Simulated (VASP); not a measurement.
# Ag4O3 (P-43m) in VASP: further runs, part 2 of 2

VASP 6.6.1. The steps go on from the part before.

### 3 Single point, PBE

This run uses another cell than the first one, of 15.59 Å³/atom.

The input, INCAR:

```
SYSTEM = Ag4O3
  PREC = Accurate
  ENCUT = 520
  EDIFF = 1E-6
  ISMEAR = 0
  SIGMA = 0.1
  LREAL = .False.
  LASPH = .True.
  NELM = 100
  ALGO = Fast
  ISIF = 2
  LWAVE = .False.
  LCHARG = .False.
  GGA = PE
  NBANDS = 40
```

The input, KPOINTS:

```
regular mesh
0
Gamma
  8 8 8
  0 0 0
```

The input, POSCAR:

```
Ag4O3
1.0
    4.7792233355      0.0000000000      0.0000000000
    0.0000000000      4.7792233355      0.0000000000
    0.0000000000      0.0000000000      4.7792233355
Ag O
4 3
Direct
    0.7127337367      0.7127337367      0.7127337367
    0.2872662633      0.2872662633      0.7127337367
    0.2872662633      0.7127337367      0.2872662633
    0.7127337367      0.2872662633      0.2872662633
    0.0000000000      0.0000000000      0.5000000000
    0.5000000000      0.0000000000      0.0000000000
    0.0000000000      0.5000000000      0.0000000000
```

Potentials or basis: VASP PAW PBE potentials, release 64 (Ag, O).

Run with:

```console
cat potpaw_PBE.64/Ag/POTCAR potpaw_PBE.64/O/POTCAR > POTCAR
mpirun -np 1 vasp_std > vasp.out
```

OUTCAR:

```text
SYSTEM = Ag4O3
   PREC = Accurate
   ENCUT = 520
   EDIFF = 1E-6
   ISMEAR = 0
   LREAL = .False.
   LASPH = .True.
   NELM = 100
   ISIF = 2
   GGA = PE

 ion  position               nearest neighbor table
   1  0.713  0.713  0.713-   5 2.19   6 2.19   7 2.19   2 2.88   3 2.88   4 2.88   2 3.42   3 3.42
                             2 3.42   4 3.42   3 3.42   4 3.42
   2  0.287  0.287  0.713-   5 2.19   6 2.19   7 2.19   1 2.88   3 2.88   4 2.88   3 3.42   4 3.42
                             1 3.42   3 3.42   1 3.42   4 3.42
   3  0.287  0.713  0.287-   5 2.19   6 2.19   7 2.19   1 2.88   2 2.88   4 2.88   2 3.42   4 3.42
                             1 3.42   2 3.42   1 3.42   4 3.42
   4  0.713  0.287  0.287-   5 2.19   6 2.19   7 2.19   1 2.88   2 2.88   3 2.88   2 3.42   3 3.42
                             1 3.42   2 3.42   1 3.42   3 3.42
   5  0.000  0.000  0.500-   1 2.19   2 2.19   3 2.19   4 2.19
   6  0.500  0.000  0.000-   1 2.19   2 2.19   3 2.19   4 2.19
   7  0.000  0.500  0.000-   1 2.19   2 2.19   3 2.19   4 2.19

  LATTYP: Found a simple cubic cell.
 ALAT       =     4.7792233355

  Lattice vectors:

 A1 = (   4.7792233355,   0.0000000000,   0.0000000000)
 A2 = (   0.0000000000,   4.7792233355,   0.0000000000)
 A3 = (   0.0000000000,   0.0000000000,   4.7792233355)

Analysis of symmetry for initial positions (statically):
=====================================================================
 Subroutine PRICEL returns:
 Original cell was already a primitive cell.

 Routine SETGRP: Setting up the symmetry group for a
 simple cubic supercell.

 Subroutine GETGRP returns: Found 24 space group operations
 (whereof 24 operations were pure point group operations)
 out of a pool of 48 trial point group operations.

The static configuration has the point symmetry T_d .

Analysis of symmetry for dynamics (positions and initial velocities):
=====================================================================
 Subroutine PRICEL returns:
 Original cell was already a primitive cell.

 Routine SETGRP: Setting up the symmetry group for a
 simple cubic supercell.

 Subroutine GETGRP returns: Found 24 space group operations
 (whereof 24 operations were pure point group operations)
 out of a pool of 48 trial point group operations.

The dynamic configuration has the point symmetry T_d .

 Subroutine INISYM returns: Found 24 space group operations
 (whereof 24 operations are pure point group operations),
 and found     1 'primitive' translations

----------------------------------------------------------------------------------------

                                     Primitive cell

  volume of cell :     109.1621

  direct lattice vectors                    reciprocal lattice vectors
     4.779223336  0.000000000  0.000000000     0.209239019  0.000000000  0.000000000
     0.000000000  4.779223336  0.000000000     0.000000000  0.209239019  0.000000000
     0.000000000  0.000000000  4.779223336     0.000000000  0.000000000  0.209239019

  length of vectors
     4.779223336  4.779223336  4.779223336     0.209239019  0.209239019  0.209239019

  position of ions in fractional coordinates (direct lattice)
     0.712733737  0.712733737  0.712733737
     0.287266263  0.287266263  0.712733737
     0.287266263  0.712733737  0.287266263
     0.712733737  0.287266263  0.287266263
     0.000000000  0.000000000  0.500000000
     0.500000000  0.000000000  0.000000000
     0.000000000  0.500000000  0.000000000
[... 63 lines left out ...]
 [... further k-points ...]
   k-points           NKPTS =     35   k-points in BZ     NKDIM =     35   number of bands    NBANDS=     40
   number of dos      NEDOS =    301   number of ions     NIONS =      7
   total plane-waves  NPLWV =  46656
   dimension x,y,z NGX =    36 NGY =   36 NGZ =   36
   dimension x,y,z NGXF=    72 NGYF=   72 NGZF=   72
   ions per type =               4   3
   NGX,Y,Z   is equivalent  to a cutoff of  12.52, 12.52, 12.52 a.u.
   NGXF,Y,Z  is equivalent  to a cutoff of  25.05, 25.05, 25.05 a.u.
 SYSTEM =  Ag4O3
   PREC   = accura    normal or accurate (medium, high low for compatibility)
   ISTART =      0    job   : 0-new  1-cont  2-samecut
   ICHARG =      2    charge: 1-file 2-atom 10-const
   ISPIN  =      1    spin polarized calculation?
   LNONCOLLINEAR =      F non collinear calculations
   LSORBIT =      F    spin-orbit coupling
   LASPH  =      T    aspherical Exc in radial PAW
   ENCUT  =  520.0 eV  38.22 Ry    6.18 a.u.   8.89  8.89  8.89*2*pi/ulx,y,z
   NELM   =    100;   NELMIN=  2; NELMDL= -5     # of ELM steps
   EDIFF  = 0.1E-05   stopping-criterion for ELM
   LREAL  =      F    real-space projection
   EDIFFG = 0.1E-04   stopping-criterion for IOM
   NSW    =      0    number of steps for IOM
   IBRION =     -1    ionic relax: 0-MD 1-quasi-New 2-CG
   NFREE  =      0    steps in history (QN), initial steepest desc. (CG)
   ISIF   =      2    stress and relaxation
   ISYM   =      2    0-nonsym 1-usesym 2-fastsym
   POTIM  = 0.5000    time-step for ionic-motion
   TEBEG  =    0.0;   TEEND  =   0.0 temperature during run
   PSTRESS=    0.0 pullay stress
   NELECT =      62.0000    total number of electrons
   NUPDOWN=      -1.0000    fix difference up-down
   EMIN   =  10.00;   EMAX   =-10.00  energy-range for DOS
   EFERMI =   0.00;   METHOD = LEGACY
   ISMEAR =     0;   SIGMA  =   0.10  broadening in eV -4-tet -1-fermi 0-gaus
   EFERMI_NEDOS =   21; number of points for ismear=-14 and -15
   IALGO  =     68    algorithm
   IMIX   =      4    mixing-type and parameters
     AMIX     =   0.40;   BMIX     =  1.00
     AMIX_MAG =   1.60;   BMIX_MAG =  1.00
  volume/ion in A,a.u.               =      15.59       105.24
  Fermi-wavevector in a.u.,A,eV,Ry     =   1.355756  2.562007 25.008504  1.838073
  Thomas-Fermi vector in A             =   2.482816
   LORBIT       =      0    0 simple, 1 ext, 2 COOP (PROOUT), +10 PAW based schemes
   GGA     = PE    functional components
   LHFCALC =     F    Hartree Fock is set to
   AEXX    =    0.0000 exact exchange contribution
   IVDW    =     0    specifies the selected vdW correction
   LEPSILON=     F    determine dielectric tensor
   LRPA    =     F    only Hartree local field effects (RPA)
 non-spin polarized calculation
 RMM-DIIS sequential band-by-band and
 Gauss-broadening in eV      SIGMA  =   0.10
  energy-cutoff  :      520.00
  volume of cell :      109.16
 maximum number of plane-waves:      3016
 NGX is ok and might be reduce to    36
   NGX = 17   NGY = 17   NGZ = 17

 number of electron      61.9999990 magnetization

 Free energy of the ion-electron system (eV)
  ---------------------------------------------------
  ext. energy  EPLUGINS =         0.00000000
  ---------------------------------------------------
  free energy    TOTEN  =       -24.41148982 eV

  energy without entropy =      -24.36925285  energy(sigma->0) =      -24.39037134

 E-fermi :   4.2363     XC(G=0): -10.8110

 val. band max:        4.2110456802   @ k =   0.5000   0.3750   0.2500
 cond. band min:       4.2528879309   @ k =   0.2500   0.2500   0.1250
 fundamental gap:      0.0418422507
 Fermi energy:         4.2363057730

 k-point     1 :       0.0000    0.0000    0.0000
  band No.  band energies     occupation
      1     -13.1328      2.00000
      2     -12.7788      2.00000
      3     -12.7788      2.00000
      4      -1.0463      2.00000
      5      -1.0463      2.00000
      6      -1.0463      2.00000
[... 1021 lines left out ...]
     39      13.3091      0.00000
     40      13.7789      0.00000

 [... further k-points ...]

------------------------ aborting loop because EDIFF is reached ----------------------------------------

  FORCE on cell =-STRESS in cart. coord.  units (eV):
  Direction    XX          YY          ZZ          XY          YZ          ZX
  --------------------------------------------------------------------------------------
  -------------------------------------------------------------------------------------
  Total       -0.0271872     -0.0271872     -0.0271872      0.0000000     -0.0000000     -0.0000000
  in kB       -0.3990282     -0.3990282     -0.3990282      0.0000000     -0.0000000     -0.0000000
  external PRESSURE =      -0.3990282 kB  Pullay stress =       0.0000000 kB

 VOLUME and BASIS-vectors are now :
 -----------------------------------------------------------------------------
  energy-cutoff  :      520.00
  volume of cell :      109.16
      direct lattice vectors                 reciprocal lattice vectors
     4.779223336  0.000000000  0.000000000     0.209239019  0.000000000  0.000000000
     0.000000000  4.779223336  0.000000000     0.000000000  0.209239019  0.000000000
     0.000000000  0.000000000  4.779223336     0.000000000  0.000000000  0.209239019

 POSITION                                       TOTAL-FORCE (eV/Angst)
 -----------------------------------------------------------------------------------
      3.40631      3.40631      3.40631         0.005058      0.005058      0.005058
      1.37291      1.37291      3.40631        -0.005058     -0.005058      0.005058
      1.37291      3.40631      1.37291        -0.005058      0.005058     -0.005058
      3.40631      1.37291      1.37291         0.005058     -0.005058     -0.005058
      0.00000      0.00000      2.38961         0.000000      0.000000      0.000000
      2.38961      0.00000      0.00000         0.000000      0.000000      0.000000
      0.00000      2.38961      0.00000         0.000000      0.000000      0.000000
 -----------------------------------------------------------------------------------
    total drift:                                0.000000      0.000000      0.000000

  FREE ENERGIE OF THE ION-ELECTRON SYSTEM (eV)
  ---------------------------------------------------
  free  energy   TOTEN  =       -24.4114898232 eV

  energy  without entropy=      -24.3692528495  energy(sigma->0) =      -24.39037134
```

It took 2.6 min on 1 thread of Oxide Virtual Turin-like, shared host; peak memory 0.24 GiB.

Results:

- Free energy: -24.4115 eV
- Pressure: 0.0 GPa
- Largest force: 0.009 eV/Å
- Band gap on the k mesh: zero (bands 31 and 32 overlap by 0.60 eV)

Forces on the atoms (eV/Å):
```
Ag   0.005  0.005  0.005
Ag  -0.005 -0.005  0.005
Ag  -0.005  0.005 -0.005
Ag   0.005 -0.005 -0.005
O    0.000  0.000  0.000
O    0.000  0.000  0.000
O    0.000  0.000  0.000
```

### 4 Relaxation of cell and atoms, PBE

The input, INCAR:

```
SYSTEM = Ag4O3
PREC = Accurate ; ENCUT = 600
EDIFF = 1E-6 ; ISMEAR = 0
SIGMA = 0.1 ; LREAL = .False.
LASPH = .True. ; NELM = 100
ALGO = Fast ; ISIF = 3
LWAVE = .False. ; LCHARG = .False.
GGA = PE ; IBRION = 2
NSW = 100 ; EDIFFG = -0.01
```

KPOINTS is that of step 3.

The input, POSCAR:

```
Ag4O3
1.0
    4.8736728500      0.0000000000      0.0000000000
    0.0000000000      4.8736728500      0.0000000000
    0.0000000000      0.0000000000      4.8736728500
Ag O
4 3
Direct
    0.7206873300      0.7206873300      0.7206873300
    0.2793126700      0.2793126700      0.7206873300
    0.2793126700      0.7206873300      0.2793126700
    0.7206873300      0.2793126700      0.2793126700
    0.0000000000      0.0000000000      0.5000000000
    0.5000000000      0.0000000000      0.0000000000
    0.0000000000      0.5000000000      0.0000000000
```

Run with:

```console
cat potpaw_PBE.64/Ag/POTCAR potpaw_PBE.64/O/POTCAR > POTCAR
mpirun -np 1 vasp_std > vasp.out
```

Run time: 21 min. Hardware: 1 thread of Oxide Virtual Turin-like, shared host; peak memory 0.31 GiB.

It converged, with:

```yaml
Free_energy: -24.4240 eV
Relaxed_volume: 15.57 Å³/atom
Relaxed_cell: a = 4.777 Å, b = 4.777 Å, c = 4.777 Å, α = 90.00°, β = 90.00°, γ = 90.00°
Space_group_after_relaxing_to_0.1_Å: P-43m (No. 215)
Energy_gained_by_relaxing: 12.8 meV/atom
Ionic_steps: 9
Pressure_after_relaxing: 0.0 GPa
Largest_force_after_relaxing: 0.003 eV/Å
Band_gap_on_the_k_mesh: zero (bands 31 and 32 overlap by 0.60 eV)
```

Forces on the atoms (eV/Å):
```
Ag  -0.002 -0.002 -0.002
Ag   0.002  0.002 -0.002
Ag   0.002 -0.002  0.002
Ag  -0.002  0.002  0.002
O    0.000  0.000  0.000
O    0.000  0.000  0.000
O    0.000  0.000  0.000
```

The path:
| step | energy change (eV) | largest force (eV/Å) | pressure (GPa) | volume (Å³) |
| --- | --- | --- | --- | --- |
| 1 | 0.0000 | 0.0964 | -2.95 | 115.76 |
| 2 | -0.0449 | 0.3435 | 0.52 | 110.74 |
| 3 | -0.0453 | 0.3229 | 0.18 | 111.14 |
| 4 | -0.0638 | 0.2703 | 0.20 | 110.42 |
| 5 | -0.0888 | 0.0016 | 0.52 | 108.28 |
| 6 | -0.0891 | 0.0453 | 0.47 | 108.55 |
| 7 | -0.0891 | 0.0318 | 0.51 | 108.48 |
| 8 | -0.0886 | 0.0360 | -0.56 | 109.66 |
| 9 | -0.0899 | 0.0031 | 0.00 | 108.99 |

Final structure:
```cif
data_structure
_symmetry_space_group_name_H-M 'P 1'
_symmetry_Int_Tables_number 1
_cell_length_a 4.7767
_cell_length_b 4.7767
_cell_length_c 4.7767
_cell_angle_alpha 90.000
_cell_angle_beta 90.000
_cell_angle_gamma 90.000
_cell_volume 108.99
loop_
_atom_site_label
_atom_site_type_symbol
_atom_site_fract_x
_atom_site_fract_y
_atom_site_fract_z
_atom_site_occupancy
Ag1 Ag 0.71279 0.71279 0.71279 1
Ag2 Ag 0.28721 0.28721 0.71279 1
Ag3 Ag 0.28721 0.71279 0.28721 1
Ag4 Ag 0.71279 0.28721 0.28721 1
O1 O 0.00000 0.00000 0.50000 1
O2 O 0.50000 0.00000 0.00000 1
O3 O 0.00000 0.50000 0.00000 1
```

Levels at points of the mesh, in eV from the Fermi level:
| k point | band 27 | band 28 | band 29 | band 30 | band 31 | band 32 | band 33 | band 34 | band 35 | band 36 |
| --- | --- | --- | --- | --- | --- | --- | --- | --- | --- | --- |
| (0.00, 0.00, 0.00) | -1.89 | -0.33 | -0.33 | -0.33 | -0.30 | -0.30 | -0.30 | 5.23 | 5.88 | 5.88 |
| (0.50, 0.00, 0.00) | -1.70 | -1.18 | -0.25 | -0.25 | 0.15 | 0.15 | 0.72 | 2.28 | 7.16 | 7.16 |
| (0.50, 0.50, 0.00) | -1.13 | -1.13 | -0.94 | -0.94 | -0.08 | 0.18 | 1.41 | 4.21 | 4.21 | 6.55 |
| (0.50, 0.50, 0.50) | -2.40 | -0.36 | -0.36 | 0.17 | 0.30 | 0.30 | 0.30 | 5.49 | 5.49 | 5.49 |

### 5 Summary

| task | cell | k mesh | cutoff (eV) | gap on the mesh (eV) | pressure (GPa) | largest force (eV/Å) |
| --- | --- | --- | --- | --- | --- | --- |
| single point | a = 4.874 Å, 7 atoms, atomic positions A | 4 × 4 × 4 | 520 | none | -2.8 | 0.07 |
| single point | a = 4.779 Å, 7 atoms, atomic positions B | 8 × 8 × 8 | 520 | none | 0.0 | 0.01 |
| relaxation of cell and atoms | relaxed from a = 4.874 Å, 7 atoms, atomic positions A | 8 × 8 × 8 | 600 | none | 0.0 | - |

Alike in all rows: level PBE; potentials or basis VASP PAW PBE potentials, release 64 (Ag, O); no spin polarisation; smearing gaussian 0.1 eV.

Total energies depend on the potentials used, so only differences within one code and one set of settings carry meaning.

The gap in the log of VASP goes by the Fermi energy; the results here count the filled bands.